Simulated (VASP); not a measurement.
Write the native input for VASP 6.6.1 that does the following.

| Item | Value |
| --- | --- |
| Task | single point |
| Functional | PBEsol |
| Potentials or basis | VASP PAW PBE potentials, release 64 (Ga_d, In_d, P) |
| Cutoff | 520 eV |
| k mesh | 2 × 2 × 2 |
| Occupations | gaussian, width 0.02 eV |
| Spin | collinear spin |
| Starting moments | [0.0, 0.0, 0.0, 0.0, 0.0, 0.0, 0.0, 0.0, 0.12, 0.12, 0.12] μB |
| Dipole correction | no |
| Further INCAR settings | ALGO = Normal; EDIFF = 1e-06; NBANDS = 62 |

The structure of In4GaP6 (a cell with a defect) lies in POSCAR:

```
In4GaP6
1.0
    0.0000000000      0.0000000000      6.8109863045
    0.0000000000      7.1857340302      0.0000000000
   -6.2230282150     -3.5928670151      0.0000000000
Ga In P
1 4 6
Direct
    0.5536512381      0.2346585937      0.2046653102
    0.5316579476      0.5964085103      0.9656385593
   -0.0214305232      0.7158764961      0.6837116679
    0.0203509439      0.2993134164      0.9670059000
   -0.0163541659      1.0066755172      0.3433281879
    0.8757274987      0.3407652182      0.3236850180
    0.8127455779      1.0163986043      0.6609891291
    0.8979652471      0.6553748155      0.9953385693
    0.3456793032      0.8563817794      0.8619906281
    0.3975896998      0.1967435280      0.8865598563
    0.3521987702      0.9702923551      0.2181981108
```

The input as run:

INCAR

```
  PREC = Accurate
  ENCUT = 520
  EDIFF = 1E-6
  ISMEAR = 0
  SIGMA = 0.02
  LREAL = False
  LASPH = True
  NELM = 150
  ALGO = Normal
  ISIF = 2
  LWAVE = False
  LCHARG = False
  ISPIN = 2
  MAGMOM = 0 0 0 0 0 0 0 0 0.12 0.12 0.12
  LORBIT = 11
  GGA = PS
  NBANDS = 62
```

KPOINTS

```
Automatic mesh
0
Gamma
  2 2 2
```

Potentials or basis: VASP PAW PBE potentials, release 64 (Ga_d, In_d, P).

The run is started by

```bash
$ cat potpaw_PBE.64/Ga_d/POTCAR potpaw_PBE.64/In_d/POTCAR potpaw_PBE.64/P/POTCAR > POTCAR
$ mpirun -np 1 vasp_std > vasp.out
```

It gave:

```json
{
 "Pressure": "-2.5 GPa",
 "Largest force": "0.203 eV/Å",
 "Net moment": "0.00 μB per cell",
 "Valence electrons inside the program's atomic spheres": "Ga 11.60; In 11.38, 11.41, 11.44, 11.45; P 2.47, 2.46, 2.49, 2.41, 2.40, 2.45"
}
```

Caveat: the k points lie up to 0.50 Å⁻¹ apart; the PAW data sets were made with another functional, which shifts forces and pressure a little; spin-orbit coupling is left out, which moves the levels of the heavy elements.

It took 6 min on 1 thread of Intel(R) Xeon(R) Platinum 8488C (Sapphire Rapids) (shared host), peak memory 0.64 GiB.
